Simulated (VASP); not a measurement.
**CuO: single point with PBE**

Crystal: CuO.

```xyz
4
Lattice="2.3404 -1.7108 -0.0229 2.3197 1.6825 -0.0101 -0.8909 0.0241 5.0786" Properties=species:S:1:pos:R:3 pbc="T T T"
Cu    1.1314    0.8451   -0.0328
Cu    0.6592   -0.8608    2.5221
O     2.0366   -0.3045    1.2916
O     1.5596    0.2913    3.7421
```

```
Program                : VASP 6.6.1
Task                   : single point
Functional             : PBE
Potentials or basis    : VASP PAW PBE potentials, release 64 (Cu, O)
Cutoff                 : 520 eV
k mesh                 : 6 × 6 × 4
Occupations            : gaussian, width 0.1 eV
Spin                   : no spin polarisation
Dipole correction      : no
Further INCAR settings : ALGO = Normal; EDIFF = 1e-07; NBANDS = 25
```

```yaml
Pressure: 7.9 GPa
Largest_force: 0.800 eV/Å
Band_gap_on_the_k_mesh: zero (bands 17 and 18 overlap by 0.54 eV)
```

Forces on the atoms (eV/Å):
```
Cu  -0.441  0.146  0.364
Cu  -0.134 -0.036 -0.046
O    0.236  0.134 -0.753
O    0.339 -0.243  0.435
```

Stress tensor (GPa, compression positive):
```
 8.35  1.94 -0.80
 1.94  8.85  2.27
-0.80  2.27  6.58
```

Levels at points of the mesh, in eV from the Fermi level:
| k point | band 13 | band 14 | band 15 | band 16 | band 17 | band 18 | band 19 | band 20 | band 21 | band 22 |
| --- | --- | --- | --- | --- | --- | --- | --- | --- | --- | --- |
| (0.00, 0.00, 0.00) | -2.40 | -2.16 | -2.12 | -1.67 | 0.20 | 0.94 | 1.76 | 6.09 | 8.23 | 13.54 |
| (0.50, 0.00, 0.00) | -1.90 | -1.63 | -1.56 | -1.43 | -0.04 | 0.40 | 5.04 | 6.43 | 6.92 | 11.25 |
| (0.00, 0.50, 0.00) | -2.16 | -1.58 | -1.40 | -1.33 | -0.04 | 0.15 | 4.73 | 6.37 | 7.37 | 11.04 |
| (0.50, 0.50, 0.00) | -2.15 | -2.02 | -1.68 | -1.21 | -0.58 | 1.08 | 3.46 | 7.04 | 8.60 | 10.22 |
| (0.00, 0.00, 0.50) | -2.28 | -2.16 | -1.54 | -1.39 | 0.11 | 0.40 | 3.84 | 4.17 | 11.25 | 12.03 |
| (0.50, 0.00, 0.50) | -2.12 | -2.07 | -1.77 | -1.56 | -0.07 | 0.82 | 5.46 | 6.20 | 8.17 | 8.93 |
| (0.00, 0.50, 0.50) | -2.27 | -2.11 | -1.71 | -1.57 | -0.07 | 0.71 | 4.88 | 6.97 | 8.32 | 8.46 |
| (0.50, 0.50, 0.50) | -1.68 | -1.66 | -1.31 | -1.23 | -0.43 | -0.35 | 5.22 | 5.42 | 8.69 | 9.57 |

It took 32 s on 1 thread of Intel(R) Xeon(R) 6975P-C (Granite Rapids), on a shared host, peak memory 0.2 GiB.

Caveat: the k points lie up to 0.39 Å⁻¹ apart, too coarse for converged energies and pressures of a metal; semilocal functionals often make such compounds metallic where correlation or magnetic order opens a gap, which also shifts bond lengths. With open d or f shells a metallic result of PBE can be an artefact of self-interaction; +U or a hybrid may open a gap.
